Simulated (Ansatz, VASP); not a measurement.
**Au: VASP beside Ansatz**

```
CELL_PARAMETERS angstrom
0.00000 1.98413 2.10686
1.98413 0.00000 2.10686
1.98413 1.98413 0.00000
ATOMIC_POSITIONS crystal
Au 0.00000 0.00000 0.00000
```

Change from the starting cell: strain -0.030 along x and y, +0.030 along z, atoms carried along.

Alike in both runs: task single point; functional PBE; k mesh 20 × 20 × 20; occupations gaussian, width 0.15 eV; no spin polarisation.

```csv
,VASP,Ansatz
version,VASP 6.6.1,Ansatz 0.2.0
potentials or method,"VASP PAW PBE potentials, release 64 (Au), cutoff 520 eV","scalar-relativistic, plane waves, PAW"
valence electrons in the cell,11,19
```

```tsv
	VASP	Ansatz	Ansatz less VASP
gap on the k mesh at the Fermi level (eV)	none	none	-
pressure (GPa)	14.1	14.4	+0.27
traceless stress, the component that is largest in VASP (GPa)	-1.85	-1.85	+0.003
```

A gap of «none» marks a metal or a gap that the smearing closes. VASP's potentials hold 11 valence electrons a cell and Ansatz's 19, so a difference there can come from the potentials and not from the codes.

Spin-orbit coupling is off throughout.
